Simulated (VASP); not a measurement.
Write the native input for VASP 6.6.1 that does the following.

* Task: single point
* Functional: PBE
* Potentials or basis: VASP PAW PBE potentials, release 64 (W_sv)
* Cutoff: 520 eV
* k mesh: 26 × 26 × 26
* Occupations: gaussian, width 0.15 eV
* Spin: no spin polarisation
* Dipole correction: no
* Further INCAR settings: ALGO = Fast; EDIFF = 1e-06; NBANDS = 13

The structure of W lies in POSCAR:

```
W
1.0
   -1.6395327021      1.6395327021      1.6395327021
    1.6395327021     -1.6395327021      1.6395327021
    1.6395327021      1.6395327021     -1.6395327021
W
1
Direct
    0.0000000000      0.0000000000      0.0000000000
```

This cell differs from its parent crystal: strain +0.030 along x and y, +0.030 along z.

One way to write it, as run:

INCAR

```
  PREC = Accurate
  ENCUT = 520
  EDIFF = 1E-6
  ISMEAR = 0
  SIGMA = 0.15
  LREAL = False
  LASPH = True
  NELM = 60
  ALGO = Fast
  ISIF = 2
  LWAVE = False
  LCHARG = False
  GGA = PE
  NBANDS = 13
```

KPOINTS

```
regular mesh
0
Gamma
  26 26 26
```

Potentials or basis: VASP PAW PBE potentials, release 64 (W_sv).

Command:

```console
$ cat potpaw_PBE.64/W_sv/POTCAR > POTCAR
$ mpirun -np 1 vasp_std > vasp.out
```

It gave:

- Pressure: -22.0 GPa
- Band gap on the k mesh: zero (bands 7 and 8 overlap by 5.50 eV)

Caveat: the cell differs from its parent crystal (strain +0.030 along x and y, +0.030 along z); the cell stands under tension; spin-orbit coupling is left out, which moves the levels of the heavy elements.

Wall time 40 s on 1 thread of Intel(R) Xeon(R) 6975P-C (Granite Rapids), with other jobs on the host, peak memory 0.23 GiB.
